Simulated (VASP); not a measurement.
# Ge (Fd-3m) in VASP: notebook

The runs below take Ge through single point, relaxation of volume and atoms at fixed shape, with PBEsol.

Program: VASP 6.6.1. These are calculated values, not measurements. Logs are shortened: lines on timing, memory, paths and dates and some standing lists are left out, and cuts for length are marked.

**What was measured.**

From “Temperature-dependent photoluminescence in Ge: experiment and theory”, 2020, arxiv:2003.00143, for a bulk crystal of Ge at 0 K: band gap 0.744 eV (indirect).

How close the calculation comes is told below.

## (1) The cell of the first run

It takes space group Fd-3m (No. 227, cubic). The conventional cell has a = 5.676 Å, b = 5.676 Å, c = 5.676 Å, α = 90.00°, β = 90.00°, γ = 90.00°. Ge (site symmetry -43m) has 4 Ge at 2.46 Å within 3.2 Å.

## (2) Single point, PBEsol

INCAR reads:

```
  PREC = Accurate
  ENCUT = 520
  EDIFF = 1E-7
  ISMEAR = -1
  SIGMA = 0.02
  LREAL = False
  LASPH = True
  NELM = 80
  ALGO = Normal
  ISIF = 2
  LWAVE = False
  LCHARG = True
  GGA = PS
  LELF = True
  LVHAR = True
  NBANDS = 21
```

KPOINTS reads:

```
regular mesh
0
Gamma
  14 14 14
```

POSCAR reads:

```
Ge
1.0
    0.0000000000      2.8378032509      2.8378032509
    2.8378032509      0.0000000000      2.8378032509
    2.8378032509      2.8378032509      0.0000000000
Ge
2
Direct
    0.0000000000      0.0000000000      0.0000000000
    0.2500000000      0.2500000000      0.2500000000
```

Potentials or basis: VASP PAW PBE potentials, release 64 (Ge_d).

Launch:

```
$ cat potpaw_PBE.64/Ge_d/POTCAR > POTCAR
$ mpirun -np 1 vasp_std > vasp.out
```

OUTCAR:

```text
PREC = Accurate
   ENCUT = 520
   EDIFF = 1E-7
   ISMEAR = -1
   LREAL = False
   LASPH = True
   NELM = 80
   ISIF = 2
   GGA = PS

 ion  position               nearest neighbor table
   1  0.000  0.000  0.000-   2 2.46   2 2.46   2 2.46   2 2.46
   2  0.250  0.250  0.250-   1 2.46   1 2.46   1 2.46   1 2.46

  LATTYP: Found a face centered cubic cell.
 ALAT       =     5.6756065018

  Lattice vectors:

 A1 = (   0.0000000000,   2.8378032509,   2.8378032509)
 A2 = (   2.8378032509,   0.0000000000,   2.8378032509)
 A3 = (   2.8378032509,   2.8378032509,   0.0000000000)

Analysis of symmetry for initial positions (statically):
=====================================================================
 Subroutine PRICEL returns:
 Original cell was already a primitive cell.

 Routine SETGRP: Setting up the symmetry group for a
 face centered cubic supercell.

 Subroutine GETGRP returns: Found 48 space group operations
 (whereof 24 operations were pure point group operations)
 out of a pool of 48 trial point group operations.

The static configuration has the point symmetry T_d .
 The point group associated with its full space group is O_h .

Analysis of symmetry for dynamics (positions and initial velocities):
=====================================================================
 Subroutine PRICEL returns:
 Original cell was already a primitive cell.

 Routine SETGRP: Setting up the symmetry group for a
 face centered cubic supercell.

 Subroutine GETGRP returns: Found 48 space group operations
 (whereof 24 operations were pure point group operations)
 out of a pool of 48 trial point group operations.

The dynamic configuration has the point symmetry T_d .
 The point group associated with its full space group is O_h .

 Subroutine INISYM returns: Found 48 space group operations
 (whereof 24 operations are pure point group operations),
 and found     1 'primitive' translations

----------------------------------------------------------------------------------------

                                     Primitive cell

  volume of cell :      45.7064

  direct lattice vectors                    reciprocal lattice vectors
     0.000000000  2.837803251  2.837803251    -0.176192624  0.176192624  0.176192624
     2.837803251  0.000000000  2.837803251     0.176192624 -0.176192624  0.176192624
     2.837803251  2.837803251  0.000000000     0.176192624  0.176192624 -0.176192624

  length of vectors
     4.013259845  4.013259845  4.013259845     0.305174576  0.305174576  0.305174576

  position of ions in fractional coordinates (direct lattice)
     0.000000000  0.000000000  0.000000000
     0.250000000  0.250000000  0.250000000

  ion indices of the primitive-cell ions
   primitive index   ion index
                 1           1
                 2           2

----------------------------------------------------------------------------------------

 KPOINTS: regular mesh

Automatic generation of k-mesh.
 Grid dimensions read from file:
 generate k-points for:   14   14   14

 Generating k-lattice:

  Cartesian coordinates                     Fractional coordinates (reciprocal lattice)
    -0.012585187  0.012585187  0.012585187     0.071428571  0.000000000  0.000000000
     0.012585187 -0.012585187  0.012585187     0.000000000  0.071428571  0.000000000
     0.012585187  0.012585187 -0.012585187     0.000000000  0.000000000  0.071428571

  Length of vectors
     0.021798184  0.021798184  0.021798184

  Shift w.r.t. Gamma in fractional coordinates (k-lattice)
     0.000000000  0.000000000  0.000000000

 Subroutine IBZKPT returns following result:
 ===========================================

 Found    104 irreducible k-points:

 Following reciprocal coordinates:
            Coordinates               Weight
  0.000000  0.000000  0.000000      1.000000
  0.071429  0.000000  0.000000      8.000000
  0.142857  0.000000  0.000000      8.000000
  0.214286  0.000000  0.000000      8.000000
  0.285714  0.000000  0.000000      8.000000
  0.357143  0.000000  0.000000      8.000000
[... 16 lines left out ...]
  0.214286  0.142857  0.000000     24.000000
  0.285714  0.142857  0.000000     24.000000
 [... further k-points ...]
   k-points           NKPTS =    104   k-points in BZ     NKDIM =    104   number of bands    NBANDS=     21
   number of dos      NEDOS =    301   number of ions     NIONS =      2
   total plane-waves  NPLWV =  27000
   dimension x,y,z NGX =    30 NGY =   30 NGZ =   30
   dimension x,y,z NGXF=    60 NGYF=   60 NGZF=   60
   ions per type =               2
   NGX,Y,Z   is equivalent  to a cutoff of  12.43, 12.43, 12.43 a.u.
   NGXF,Y,Z  is equivalent  to a cutoff of  24.85, 24.85, 24.85 a.u.
 SYSTEM =  unknown system
   PREC   = accura    normal or accurate (medium, high low for compatibility)
   ISTART =      0    job   : 0-new  1-cont  2-samecut
   ICHARG =      2    charge: 1-file 2-atom 10-const
   ISPIN  =      1    spin polarized calculation?
   LNONCOLLINEAR =      F non collinear calculations
   LSORBIT =      F    spin-orbit coupling
   LASPH  =      T    aspherical Exc in radial PAW
   ENCUT  =  520.0 eV  38.22 Ry    6.18 a.u.   7.46  7.46  7.46*2*pi/ulx,y,z
   NELM   =     80;   NELMIN=  2; NELMDL= -5     # of ELM steps
   EDIFF  = 0.1E-06   stopping-criterion for ELM
   LREAL  =      F    real-space projection
   EDIFFG = 0.1E-05   stopping-criterion for IOM
   NSW    =      0    number of steps for IOM
   IBRION =     -1    ionic relax: 0-MD 1-quasi-New 2-CG
   NFREE  =      0    steps in history (QN), initial steepest desc. (CG)
   ISIF   =      2    stress and relaxation
   ISYM   =      2    0-nonsym 1-usesym 2-fastsym
   POTIM  = 0.5000    time-step for ionic-motion
   TEBEG  =    0.0;   TEEND  =   0.0 temperature during run
   PSTRESS=    0.0 pullay stress
   NELECT =      28.0000    total number of electrons
   NUPDOWN=      -1.0000    fix difference up-down
   EMIN   =  10.00;   EMAX   =-10.00  energy-range for DOS
   EFERMI =   0.00;   METHOD = LEGACY
   ISMEAR =    -1;   SIGMA  =   0.02  broadening in eV -4-tet -1-fermi 0-gaus
   EFERMI_NEDOS =   21; number of points for ismear=-14 and -15
   IALGO  =     38    algorithm
   IMIX   =      4    mixing-type and parameters
     AMIX     =   0.40;   BMIX     =  1.00
     AMIX_MAG =   1.60;   BMIX_MAG =  1.00
  volume/ion in A,a.u.               =      22.85       154.22
  Fermi-wavevector in a.u.,A,eV,Ry     =   1.390385  2.627448 26.302399  1.933172
  Thomas-Fermi vector in A             =   2.514326
   LORBIT       =      0    0 simple, 1 ext, 2 COOP (PROOUT), +10 PAW based schemes
   GGA     = PS    functional components
   LHFCALC =     F    Hartree Fock is set to
   AEXX    =    0.0000 exact exchange contribution
   IVDW    =     0    specifies the selected vdW correction
   LEPSILON=     F    determine dielectric tensor
   LRPA    =     F    only Hartree local field effects (RPA)
 non-spin polarized calculation
  energy-cutoff  :      520.00
  volume of cell :       45.71
 maximum number of plane-waves:      1248
 NGX is ok and might be reduce to    30
   NGX = 15   NGY = 15   NGZ = 15

 number of electron      28.0000014 magnetization

 Free energy of the ion-electron system (eV)
  ---------------------------------------------------
  ext. energy  EPLUGINS =         0.00000000
  ---------------------------------------------------
  free energy    TOTEN  =        -9.87453001 eV

  energy without entropy =       -9.87449087  energy(sigma->0) =       -9.87451044

 E-fermi :   4.7824     XC(G=0): -10.0842

 val. band max:        4.7697938217   @ k =   0.0000   0.0000   0.0000
 cond. band min:       4.8640128156   @ k =   0.5000   0.0000   0.0000
 fundamental gap:      0.0942189938
 Fermi energy:         4.7823708808

 k-point     1 :       0.0000    0.0000    0.0000
  band No.  band energies     occupation
      1     -19.9802      2.00000
      2     -19.9802      2.00000
      3     -19.9802      2.00000
      4     -19.9443      2.00000
      5     -19.9443      2.00000
      6     -19.7373      2.00000
[... 13 lines left out ...]
     20      14.2249      0.00000
     21      14.2249      0.00000

 k-point     2 :       0.0714    0.0000    0.0000
  band No.  band energies     occupation
      1     -19.9834      2.00000
      2     -19.9834      2.00000
      3     -19.9794      2.00000
      4     -19.9400      2.00000
      5     -19.9400      2.00000
      6     -19.7427      2.00000
[... 13 lines left out ...]
     20      13.7379      0.00000
     21      13.7379      0.00000

 k-point     3 :       0.1429    0.0000    0.0000
  band No.  band energies     occupation
      1     -19.9898      2.00000
      2     -19.9898      2.00000
      3     -19.9770      2.00000
      4     -19.9307      2.00000
      5     -19.9307      2.00000
      6     -19.7514      2.00000
[... 13 lines left out ...]
     20      13.1791      0.00000
     21      13.1791      0.00000

 k-point     4 :       0.2143    0.0000    0.0000
  band No.  band energies     occupation
      1     -19.9957      2.00000
      2     -19.9957      2.00000
      3     -19.9736      2.00000
      4     -19.9208      2.00000
      5     -19.9208      2.00000
      6     -19.7594      2.00000
[... 13 lines left out ...]
     20      12.9677      0.00000
     21      12.9677      0.00000

 k-point     5 :       0.2857    0.0000    0.0000
  band No.  band energies     occupation
      1     -20.0000      2.00000
      2     -20.0000      2.00000
      3     -19.9697      2.00000
      4     -19.9125      2.00000
      5     -19.9125      2.00000
      6     -19.7655      2.00000
[... 13 lines left out ...]
     20      13.2330      0.00000
     21      13.2330      0.00000

 k-point     6 :       0.3571    0.0000    0.0000
  band No.  band energies     occupation
      1     -20.0026      2.00000
      2     -20.0026      2.00000
      3     -19.9662      2.00000
      4     -19.9070      2.00000
      5     -19.9070      2.00000
      6     -19.7693      2.00000
[... 13 lines left out ...]
     20      13.9627      0.00000
     21      13.9627      0.00000

 k-point     7 :       0.4286    0.0000    0.0000
  band No.  band energies     occupation
      1     -20.0039      2.00000
      2     -20.0039      2.00000
      3     -19.9637      2.00000
      4     -19.9041      2.00000
      5     -19.9041      2.00000
      6     -19.7710      2.00000
[... 13 lines left out ...]
     20      15.0169      0.00000
     21      15.0169      0.00000
[... 291 lines left out ...]
      1     -19.9959      2.00000
      2     -19.9901      2.00000
      3     -19.9760      2.00000
      4     -19.9286      2.00000
      5     -19.9207      2.00000
      6     -19.7632      2.00000
[... 13 lines left out ...]
     20      12.6159      0.00000
     21      13.3145      0.00000

 k-point    21 :      -0.0714    0.0714    0.0000
  band No.  band energies     occupation
      1     -19.9893      2.00000
      2     -19.9842      2.00000
      3     -19.9796      2.00000
      4     -19.9365      2.00000
      5     -19.9317      2.00000
      6     -19.7532      2.00000
[... 13 lines left out ...]
     20      13.0076      0.00000
     21      13.5557      0.00000

 k-point    22 :       0.1429    0.1429    0.0000
  band No.  band energies     occupation
      1     -19.9883      2.00000
      2     -19.9874      2.00000
      3     -19.9874      2.00000
      4     -19.9329      2.00000
      5     -19.9156      2.00000
      6     -19.7779      2.00000
[... 13 lines left out ...]
     20      12.5230      0.00000
     21      14.5698      0.00000

 k-point    23 :       0.2143    0.1429    0.0000
  band No.  band energies     occupation
      1     -19.9964      2.00000
      2     -19.9916      2.00000
      3     -19.9825      2.00000
      4     -19.9255      2.00000
      5     -19.9039      2.00000
      6     -19.7907      2.00000
[... 13 lines left out ...]
     20      13.2996      0.00000
     21      14.4773      0.00000

 k-point    24 :       0.2857    0.1429    0.0000
  band No.  band energies     occupation
      1     -20.0046      2.00000
      2     -19.9964      2.00000
      3     -19.9745      2.00000
      4     -19.9165      2.00000
      5     -19.8934      2.00000
      6     -19.8005      2.00000
[... 13 lines left out ...]
     20      13.9206      0.00000
     21      14.5096      0.00000

 [... further k-points ...]
[... 5 lines left out ...]
  --------------------------------------------------------------------------------------
  -------------------------------------------------------------------------------------
  Total       -0.0263906     -0.0263906     -0.0263906      0.0000000      0.0000000     -0.0000000
  in kB       -0.9250872     -0.9250872     -0.9250872      0.0000000      0.0000000     -0.0000000
  external PRESSURE =      -0.9250872 kB  Pullay stress =       0.0000000 kB

 VOLUME and BASIS-vectors are now :
 -----------------------------------------------------------------------------
  energy-cutoff  :      520.00
  volume of cell :       45.71
      direct lattice vectors                 reciprocal lattice vectors
     0.000000000  2.837803251  2.837803251    -0.176192624  0.176192624  0.176192624
     2.837803251  0.000000000  2.837803251     0.176192624 -0.176192624  0.176192624
     2.837803251  2.837803251  0.000000000     0.176192624  0.176192624 -0.176192624

 POSITION                                       TOTAL-FORCE (eV/Angst)
 -----------------------------------------------------------------------------------
      0.00000      0.00000      0.00000         0.000000      0.000000      0.000000
      1.41890      1.41890      1.41890        -0.000000     -0.000000     -0.000000
 -----------------------------------------------------------------------------------
    total drift:                                0.000000      0.000000      0.000000

  FREE ENERGIE OF THE ION-ELECTRON SYSTEM (eV)
  ---------------------------------------------------
  free  energy   TOTEN  =        -9.8745300113 eV

  energy  without entropy=       -9.8744908708  energy(sigma->0) =       -9.87451044
```

Run time: 45 s. Hardware: 1 thread of AMD EPYC 9R45 (Zen 5), shared host; peak memory 0.19 GiB.

What came out:

| Quantity | Value |
| --- | --- |
| Free energy | -9.8745 eV |
| Pressure | -0.1 GPa |
| Band gap on the k mesh | zero (filled and empty bands touch) |

Caveat: semilocal functionals underestimate gaps, and a narrow one can read as zero; the PAW data sets were made with another functional, which shifts forces and pressure a little.

## (3) Relaxation of volume and atoms at fixed shape, PBEsol

This run uses another cell than the first one, of 22.64 Å³/atom.

INCAR reads:

```
ALGO = Normal
EDIFF = 1E-7
EDIFFG = -0.03
ENCUT = 600
GGA = PS
IBRION = 2
ISIF = 8
ISMEAR = -1
LASPH = True
LCHARG = False
LREAL = False
LWAVE = False
NELM = 60
NSW = 60
PREC = Accurate
SIGMA = 0.02
```

KPOINTS reads:

```
k-points
0
Gamma
  14 14 14
```

POSCAR reads:

```
Ge
1.0
    0.0000000000      2.8289100000      2.8289100000
    2.8289100000      0.0000000000      2.8289100000
    2.8289100000      2.8289100000      0.0000000000
Ge
2
Direct
    0.0000000000      0.0000000000      0.0000000000
    0.2500000000      0.2500000000      0.2500000000
```

Potentials or basis: VASP PAW PBE potentials, release 64 (Ge_d).

Launch:

```
$ cat potpaw_PBE.64/Ge_d/POTCAR > POTCAR
$ mpirun -np 1 vasp_std > vasp.out
```

Run time: 67 s. Hardware: 1 thread of AMD EPYC 9R45 (Zen 5), shared host; peak memory 0.2 GiB.

The run converged. Its results:

```
Free energy                           : -9.8746 eV
Relaxed volume                        : 22.91 Å³/atom
Relaxed cell                          : a = 4.016 Å, b = 4.016 Å, c = 4.016 Å, α = 60.00°, β = 60.00°, γ = 60.00°
Space group after relaxing (to 0.1 Å) : Fd-3m (No. 227)
Energy gained by relaxing             : 0.3 meV/atom
Ionic steps                           : 2
Pressure after relaxing               : -0.1 GPa
Band gap on the k mesh                : zero (filled and empty bands touch)
```

The path:
```tsv
step	energy change (eV)	largest force (eV/Å)	pressure (GPa)	volume (Å³)
1	0.0000	0.0000	0.58	45.28
2	-0.0007	0.0000	-0.10	45.82
```

Final structure:
```xyz
2
Lattice="0.0000 2.8401 2.8401 2.8401 0.0000 2.8401 2.8401 2.8401 0.0000" Properties=species:S:1:pos:R:3 pbc="T T T"
Ge    0.0000    0.0000    0.0000
Ge    1.4200    1.4200    1.4200
```

Levels at points of the mesh, in eV from the Fermi level:
```csv
k point,band 12,band 13,band 14,band 15,band 16,band 17
"(0.00, 0.00, 0.00)",-0.13,-0.01,-0.01,-0.01,2.52,2.52
"(0.50, 0.00, 0.00)",-7.58,-1.40,-1.40,0.08,3.69,3.69
"(0.50, 0.50, 0.00)",-8.87,-3.06,-3.06,0.67,0.67,9.38
```

Caveat: semilocal functionals underestimate gaps, and a narrow one can read as zero; the PAW data sets were made with another functional, which shifts forces and pressure a little. Zero-point motion and thermal expansion aren't in these numbers.

## (4) Against experiment

Step 2. Measured gap of Ge: 0.744 eV (indirect; 0 K; “Temperature-dependent photoluminescence in Ge: experiment and theory”, 2020, arxiv:2003.00143). This calculation gives 0.00 eV (-0.74 eV). 3 values of this kind are on record (0.666 to 0.807 eV); this one was drawn at random among those near their median. Spin-orbit coupling on Ge is left out. The value is that of PBEsol on a finite k mesh, which can miss the band edges, without temperature or zero-point motion. Semilocal functionals fall short of measured gaps as a rule.

The gap in the log of VASP goes by the Fermi energy; the results here count the filled bands.